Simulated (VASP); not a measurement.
MgB2:

```
CELL_PARAMETERS angstrom
3.02202 0.00000 0.00000
-1.51101 2.61715 0.00000
0.00000 0.00000 3.45108
ATOMIC_POSITIONS crystal
Mg 0.00000 0.00000 0.00000
B 0.66667 0.33333 0.50000
B 0.33333 0.66667 0.50000
```

Base run:

| Property | Result |
| --- | --- |
| Program | VASP 6.6.1 |
| Functional | r2SCAN |
| Potentials or basis | VASP PAW PBE potentials, release 64 (Mg, B) |
| Cutoff | 520 eV |
| k mesh | 10 × 10 × 8 |
| Occupations | fermi-dirac, width 0.05 eV |
| Spin | no spin polarisation |

Its results: band gap on the k mesh zero (band 4 reaches 6.92 eV, above the bottom of band 5 at 4.26 eV); pressure 7.8 GPa.

**Question.** The run is repeated on the same cell with these changes: functional from r2SCAN to PBE. What comes out?

**Answer.** Band gap on the k mesh zero (band 4 reaches 6.86 eV, above the bottom of band 5 at 4.30 eV); pressure 9.1 GPa.

Caveats: the PAW data sets were made with another functional, which shifts forces and pressure a little (some runs).
